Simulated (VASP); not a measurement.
# NaPtN (R-3m) in VASP: single point with PBEsol

Aim: the single point of NaPtN with PBEsol.

Everything below comes from runs of VASP 6.6.1. Logs are shortened: lines on timing, memory, paths and dates and some standing lists are left out, and cuts for length are marked.

### 1 The cell of the first run

Symmetry: R-3m, No. 166, trigonal system. Conventional cell: a = 3.206 Å, b = 3.206 Å, c = 30.676 Å, α = 90.00°, β = 90.00°, γ = 120.00°. Within 3.3 Å of Na (site symmetry 3m) lie 3 N at 2.44 Å and 3 Pt at 3.08 Å and 6 Na at 3.21 Å. Within 2.8 Å of Pt (site symmetry 3m) lie 3 N at 2.05 Å and 3 Pt at 2.74 Å. Within 2.7 Å of N (site symmetry 3m) lie 3 Pt at 2.05 Å and 3 Na at 2.44 Å.

### 2 Single point, PBEsol

INCAR

```
SYSTEM = NaPtN
  ALGO = Normal
  EDIFF = 1E-7
  ENCUT = 520
  GGA = PS
  ISIF = 2
  ISMEAR = -1
  LASPH = .True.
  LCHARG = .False.
  LREAL = .False.
  LWAVE = .False.
  NBANDS = 31
  NELM = 60
  PREC = Accurate
  SIGMA = 0.03
```

KPOINTS

```
k-points
0
Gamma
  6 6 6
  0 0 0
```

POSCAR

```
NaPtN
1.0
    1.6032012736      0.9256086869     10.2252656030
   -1.6032012736      0.9256086869     10.2252656030
    0.0000000000     -1.8512173738     10.2252656030
Na Pt N
2 2 2
Direct
    0.7800901224      0.7800901224      0.7800901224
    0.2199098776      0.2199098776      0.2199098776
    0.6336826906      0.6336826906      0.6336826906
    0.3663173094      0.3663173094      0.3663173094
    0.0616025166      0.0616025166      0.0616025166
    0.9383974834      0.9383974834      0.9383974834
```

Potentials or basis: VASP PAW PBE potentials, release 64 (Na_pv, Pt, N).

Run with:

```
> cat potpaw_PBE.64/Na_pv/POTCAR potpaw_PBE.64/Pt/POTCAR potpaw_PBE.64/N/POTCAR > POTCAR
> mpirun -np 1 vasp_std > vasp.out
```

OUTCAR:

```text
SYSTEM = NaPtN
   EDIFF = 1E-7
   ENCUT = 520
   GGA = PS
   ISIF = 2
   ISMEAR = -1
   LASPH = .True.
   LREAL = .False.
   NELM = 60
   PREC = Accurate

 ion  position               nearest neighbor table
   1  0.780  0.780  0.780-   4 3.08   4 3.08   4 3.08
   2  0.220  0.220  0.220-   3 3.08   3 3.08   3 3.08
   3  0.634  0.634  0.634-   6 2.05   6 2.05   6 2.05   4 2.74   4 2.74   4 2.74   2 3.08   2 3.08
                             2 3.08
   4  0.366  0.366  0.366-   5 2.05   5 2.05   5 2.05   3 2.74   3 2.74   3 2.74   1 3.08   1 3.08
                             1 3.08
   5  0.062  0.062  0.062-   4 2.05   4 2.05   4 2.05
   6  0.938  0.938  0.938-   3 2.05   3 2.05   3 2.05

  LATTYP: Found a trigonal (rhomboedric) cell.
 ALAT       =    10.3914899036
 COS(alpha) =     0.9523952319

  Lattice vectors:

 A1 = (   1.6032012736,   0.9256086869,  10.2252656030)
 A2 = (  -1.6032012736,   0.9256086869,  10.2252656030)
 A3 = (   0.0000000000,  -1.8512173738,  10.2252656030)

Analysis of symmetry for initial positions (statically):
=====================================================================
 Subroutine PRICEL returns:
 Original cell was already a primitive cell.

 Routine SETGRP: Setting up the symmetry group for a
 trigonal (rhombohedral) supercell.

 Subroutine GETGRP returns: Found 12 space group operations
 (whereof 12 operations were pure point group operations)
 out of a pool of 12 trial point group operations.

The static configuration has the point symmetry D_3d.

Analysis of symmetry for dynamics (positions and initial velocities):
=====================================================================
 Subroutine PRICEL returns:
 Original cell was already a primitive cell.

 Routine SETGRP: Setting up the symmetry group for a
 trigonal (rhombohedral) supercell.

 Subroutine GETGRP returns: Found 12 space group operations
 (whereof 12 operations were pure point group operations)
 out of a pool of 12 trial point group operations.

The dynamic configuration has the point symmetry D_3d.

 Subroutine INISYM returns: Found 12 space group operations
 (whereof 12 operations are pure point group operations),
 and found     1 'primitive' translations

----------------------------------------------------------------------------------------

                                     Primitive cell

  volume of cell :      91.0419

  direct lattice vectors                    reciprocal lattice vectors
     1.603201274  0.925608687 10.225265603     0.311876000  0.180061692  0.032598990
    -1.603201274  0.925608687 10.225265603    -0.311876000  0.180061692  0.032598990
     0.000000000 -1.851217374 10.225265603     0.000000000 -0.360123385  0.032598990

  length of vectors
    10.391489904 10.391489904 10.391489904     0.361595833  0.361595833  0.361595833

  position of ions in fractional coordinates (direct lattice)
     0.780090122  0.780090122  0.780090122
     0.219909878  0.219909878  0.219909878
     0.633682691  0.633682691  0.633682691
     0.366317309  0.366317309  0.366317309
     0.061602517  0.061602517  0.061602517
     0.938397483  0.938397483  0.938397483

  ion indices of the primitive-cell ions
   primitive index   ion index
                 1           1
                 2           2
                 3           3
                 4           4
                 5           5
                 6           6

----------------------------------------------------------------------------------------

 KPOINTS: k-points

Automatic generation of k-mesh.
 Grid dimensions read from file:
 generate k-points for:    6    6    6

 Generating k-lattice:

  Cartesian coordinates                     Fractional coordinates (reciprocal lattice)
     0.051979333  0.030010282  0.005433165     0.166666667 -0.000000000  0.000000000
    -0.051979333  0.030010282  0.005433165    -0.000000000  0.166666667  0.000000000
     0.000000000 -0.060020564  0.005433165     0.000000000  0.000000000  0.166666667

  Length of vectors
     0.060265972  0.060265972  0.060265972

  Shift w.r.t. Gamma in fractional coordinates (k-lattice)
     0.000000000  0.000000000  0.000000000

 Subroutine IBZKPT returns following result:
 ===========================================

 Found     32 irreducible k-points:

 Following reciprocal coordinates:
            Coordinates               Weight
  0.000000  0.000000  0.000000      1.000000
  0.166667  0.000000  0.000000      6.000000
  0.333333 -0.000000  0.000000      6.000000
  0.500000  0.000000 -0.000000      3.000000
  0.166667  0.166667  0.000000      6.000000
  0.333333  0.166667  0.000000     12.000000
[... 16 lines left out ...]
  0.500000  0.500000  0.166667      6.000000
 -0.333333  0.500000  0.166667     12.000000
 [... further k-points ...]
   k-points           NKPTS =     32   k-points in BZ     NKDIM =     32   number of bands    NBANDS=     31
   number of dos      NEDOS =    301   number of ions     NIONS =      6
   total plane-waves  NPLWV = 512000
   dimension x,y,z NGX =    80 NGY =   80 NGZ =   80
   dimension x,y,z NGXF=   160 NGYF=  160 NGZF=  160
   ions per type =               2   2   2
   NGX,Y,Z   is equivalent  to a cutoff of  12.80, 12.80, 12.80 a.u.
   NGXF,Y,Z  is equivalent  to a cutoff of  25.60, 25.60, 25.60 a.u.
 SYSTEM =  NaPtN
   PREC   = accura    normal or accurate (medium, high low for compatibility)
   ISTART =      0    job   : 0-new  1-cont  2-samecut
   ICHARG =      2    charge: 1-file 2-atom 10-const
   ISPIN  =      1    spin polarized calculation?
   LNONCOLLINEAR =      F non collinear calculations
   LSORBIT =      F    spin-orbit coupling
   LASPH  =      T    aspherical Exc in radial PAW
   ENCUT  =  520.0 eV  38.22 Ry    6.18 a.u.  19.32 19.32 19.32*2*pi/ulx,y,z
   NELM   =     60;   NELMIN=  2; NELMDL= -5     # of ELM steps
   EDIFF  = 0.1E-06   stopping-criterion for ELM
   LREAL  =      F    real-space projection
   EDIFFG = 0.1E-05   stopping-criterion for IOM
   NSW    =      0    number of steps for IOM
   IBRION =     -1    ionic relax: 0-MD 1-quasi-New 2-CG
   NFREE  =      0    steps in history (QN), initial steepest desc. (CG)
   ISIF   =      2    stress and relaxation
   ISYM   =      2    0-nonsym 1-usesym 2-fastsym
   POTIM  = 0.5000    time-step for ionic-motion
   TEBEG  =    0.0;   TEEND  =   0.0 temperature during run
   PSTRESS=    0.0 pullay stress
   NELECT =      44.0000    total number of electrons
   NUPDOWN=      -1.0000    fix difference up-down
   EMIN   =  10.00;   EMAX   =-10.00  energy-range for DOS
   EFERMI =   0.00;   METHOD = LEGACY
   ISMEAR =    -1;   SIGMA  =   0.03  broadening in eV -4-tet -1-fermi 0-gaus
   EFERMI_NEDOS =   21; number of points for ismear=-14 and -15
   IALGO  =     38    algorithm
   IMIX   =      4    mixing-type and parameters
     AMIX     =   0.40;   BMIX     =  1.00
     AMIX_MAG =   1.60;   BMIX_MAG =  1.00
  volume/ion in A,a.u.               =      15.17       102.40
  Fermi-wavevector in a.u.,A,eV,Ry     =   1.284730  2.427788 22.456849  1.650532
  Thomas-Fermi vector in A             =   2.416907
   LORBIT       =      0    0 simple, 1 ext, 2 COOP (PROOUT), +10 PAW based schemes
   GGA     = PS    functional components
   LHFCALC =     F    Hartree Fock is set to
   AEXX    =    0.0000 exact exchange contribution
   IVDW    =     0    specifies the selected vdW correction
   LEPSILON=     F    determine dielectric tensor
   LRPA    =     F    only Hartree local field effects (RPA)
 non-spin polarized calculation
  energy-cutoff  :      520.00
  volume of cell :       91.04
 maximum number of plane-waves:      2478
 NGX is ok and might be reduce to    80
   NGX = 39   NGY = 39   NGZ = 39

 number of electron      43.9999998 magnetization

 Free energy of the ion-electron system (eV)
  ---------------------------------------------------
  ext. energy  EPLUGINS =         0.00000000
  ---------------------------------------------------
  free energy    TOTEN  =       -32.39444668 eV

  energy without entropy =      -32.38037388  energy(sigma->0) =      -32.38741028

 E-fermi :   5.6817     XC(G=0): -10.4261

 val. band max:        5.6690698964   @ k =  -0.1667   0.1667   0.1667
 cond. band min:       5.6899041934   @ k =   0.5000   0.1667   0.0000
 fundamental gap:      0.0208342970
 Fermi energy:         5.6816911582

 k-point     1 :       0.0000    0.0000    0.0000
  band No.  band energies     occupation
      1     -18.5256      2.00000
      2     -18.5033      2.00000
      3     -18.4532      2.00000
      4     -18.4532      2.00000
      5     -18.4519      2.00000
      6     -18.4519      2.00000
[... 23 lines left out ...]
     30      13.5544      0.00000
     31      18.8906      0.00000

 k-point     2 :       0.1667    0.0000    0.0000
  band No.  band energies     occupation
      1     -18.5161      2.00000
      2     -18.5020      2.00000
      3     -18.4869      2.00000
      4     -18.4824      2.00000
      5     -18.4609      2.00000
      6     -18.4592      2.00000
[... 23 lines left out ...]
     30      14.3988      0.00000
     31      15.7190      0.00000

 k-point     3 :       0.3333   -0.0000    0.0000
  band No.  band energies     occupation
      1     -18.5593      2.00000
      2     -18.5564      2.00000
      3     -18.4949      2.00000
      4     -18.4813      2.00000
      5     -18.4762      2.00000
      6     -18.4738      2.00000
[... 23 lines left out ...]
     30      12.8005      0.00000
     31      14.5812      0.00000

 k-point     4 :       0.5000    0.0000   -0.0000
  band No.  band energies     occupation
      1     -18.5928      2.00000
      2     -18.5898      2.00000
      3     -18.4839      2.00000
      4     -18.4838      2.00000
      5     -18.4812      2.00000
      6     -18.4767      2.00000
[... 635 lines left out ...]
     30      12.6670      0.00000
     31      14.0915      0.00000

 k-point    23 :       0.5000    0.5000    0.1667
  band No.  band energies     occupation
      1     -18.5593      2.00000
      2     -18.5564      2.00000
      3     -18.4949      2.00000
      4     -18.4813      2.00000
      5     -18.4763      2.00000
      6     -18.4738      2.00000
[... 23 lines left out ...]
     30      13.1402      0.00000
     31      14.0486      0.00000

 k-point    24 :      -0.3333    0.5000    0.1667
  band No.  band energies     occupation
      1     -18.5744      2.00000
      2     -18.5722      2.00000
      3     -18.5022      2.00000
      4     -18.4996      2.00000
      5     -18.4840      2.00000
      6     -18.4761      2.00000
[... 23 lines left out ...]
     30      12.5774      0.00000
     31      13.7730      0.00000

 [... further k-points ...]
[... 5 lines left out ...]
  --------------------------------------------------------------------------------------
  -------------------------------------------------------------------------------------
  Total        0.1034174      0.1034174     -0.0081264      0.0000000      0.0000000      0.0000000
  in kB        1.8199644      1.8199644     -0.1430097      0.0000000      0.0000000      0.0000000
  external PRESSURE =       1.1656397 kB  Pullay stress =       0.0000000 kB

 VOLUME and BASIS-vectors are now :
 -----------------------------------------------------------------------------
  energy-cutoff  :      520.00
  volume of cell :       91.04
      direct lattice vectors                 reciprocal lattice vectors
     1.603201274  0.925608687 10.225265603     0.311876000  0.180061692  0.032598990
    -1.603201274  0.925608687 10.225265603    -0.311876000  0.180061692  0.032598990
     0.000000000 -1.851217374 10.225265603     0.000000000 -0.360123385  0.032598990

 POSITION                                       TOTAL-FORCE (eV/Angst)
 -----------------------------------------------------------------------------------
      0.00000      0.00000     23.92989         0.000000     -0.000000      0.010335
      0.00000      0.00000      6.74591         0.000000     -0.000000     -0.010335
      0.00000      0.00000     19.43872         0.000000      0.000000      0.061284
      0.00000      0.00000     11.23708         0.000000      0.000000     -0.061284
      0.00000      0.00000      1.88971         0.000000     -0.000000      0.020540
      0.00000      0.00000     28.78609         0.000000     -0.000000     -0.020540
 -----------------------------------------------------------------------------------
    total drift:                               -0.000000      0.000000      0.000000

  FREE ENERGIE OF THE ION-ELECTRON SYSTEM (eV)
  ---------------------------------------------------
  free  energy   TOTEN  =       -32.3944466792 eV

  energy  without entropy=      -32.3803738823  energy(sigma->0) =      -32.38741028
```

It took 31 min on 1 thread of Oxide Virtual Turin-like, shared host; peak memory 0.95 GiB.

What came out:

```yaml
Free_energy: -32.3944 eV
Pressure: 0.1 GPa
Largest_force: 0.061 eV/Å
Band_gap_on_the_k_mesh: zero (bands 22 and 23 overlap by 1.87 eV)
```

Forces on the atoms (eV/Å):
```
Na   0.000  0.000  0.010
Na   0.000  0.000 -0.010
Pt   0.000  0.000  0.061
Pt   0.000  0.000 -0.061
N    0.000  0.000  0.021
N    0.000  0.000 -0.021
```

Stress tensor (GPa, compression positive):
```
 0.18  0.00  0.00
 0.00  0.18  0.00
 0.00  0.00 -0.01
```

Levels at points of the mesh, in eV from the Fermi level:
```tsv
k point	band 20	band 21	band 22	band 23	band 24	band 25
(0.00, 0.00, 0.00)	-2.14	-1.11	1.05	1.05	1.29	2.18
(0.50, 0.00, 0.00)	-2.11	-1.64	-1.07	-0.81	1.74	2.11
(0.50, 0.50, 0.00)	-2.11	-1.62	-1.10	-0.81	1.74	2.17
(0.50, 0.50, 0.50)	-2.45	-0.35	0.42	1.05	1.05	2.41
```

Caveat: the k points lie up to 0.38 Å⁻¹ apart, too coarse for converged energies and pressures of a metal; the PAW data sets were made with another functional, which shifts forces and pressure a little; spin-orbit coupling is left out, which moves the levels of the heavy elements.

The gap in the log of VASP goes by the Fermi energy; the results here count the filled bands.